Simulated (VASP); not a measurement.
A run of VASP 6.6.1 is set up as follows.

INCAR

```
  ALGO = Normal
  EDIFF = 1E-6
  ENCUT = 520
  GGA = PE
  ISIF = 2
  ISMEAR = 0
  LASPH = True
  LCHARG = False
  LREAL = False
  LWAVE = False
  NBANDS = 61
  NELM = 60
  PREC = Accurate
  SIGMA = 0.1
```

The input KPOINTS:

```
k-points
0
Gamma
  6 6 1
```

File POSCAR:

```
AlGa5N6
1.0
    2.9942772975      0.0000000000      0.0000000000
   -1.4971386488      2.5931202056      0.0000000000
    0.0000000000      0.0000000000     14.6787847157
Al Ga N
1 5 6
Direct
    0.0000000000      0.0000000000      0.5000000000
    0.6666666667      0.3333333333      0.6635065644
    0.3333333333      0.6666666667      0.8317914480
    0.0000000000      0.0000000000      0.0000000000
    0.6666666667      0.3333333333      0.1682085520
    0.3333333333      0.6666666667      0.3364934356
    0.0000000000      0.0000000000      0.7475601074
    0.6666666667      0.3333333333      0.9158690574
    0.3333333333      0.6666666667      0.0841309426
    0.0000000000      0.0000000000      0.2524398926
    0.6666666667      0.3333333333      0.4219941870
    0.3333333333      0.6666666667      0.5780058130
```

Potentials or basis: VASP PAW PBE potentials, release 64 (Al, Ga_d, N).

The run is started by

```console
$ cat potpaw_PBE.64/Al/POTCAR potpaw_PBE.64/Ga_d/POTCAR potpaw_PBE.64/N/POTCAR > POTCAR
$ mpirun -np 1 vasp_std > vasp.out
```

Q: What does it give for the largest force?

A: 0.046 eV/Å.

Q: Predict the band gap on the k mesh.

A: 0.85 eV (least direct gap 1.09 eV).

Q: What does it give for the pressure?

A: 0.6 GPa.

Forces on the atoms (eV/Å):
```
Al   0.000  0.000  0.000
Ga   0.000  0.000 -0.004
Ga   0.000  0.000  0.000
Ga   0.000  0.000  0.000
Ga   0.000  0.000  0.000
Ga   0.000  0.000  0.004
N    0.000  0.000  0.000
N    0.000  0.000  0.000
N    0.000  0.000  0.000
N    0.000  0.000  0.000
N    0.000  0.000  0.046
N    0.000  0.000 -0.046
```

Caveat: the k points lie up to 0.43 Å⁻¹ apart; an odd mesh through Γ misses points on the zone boundary, where band edges can lie.
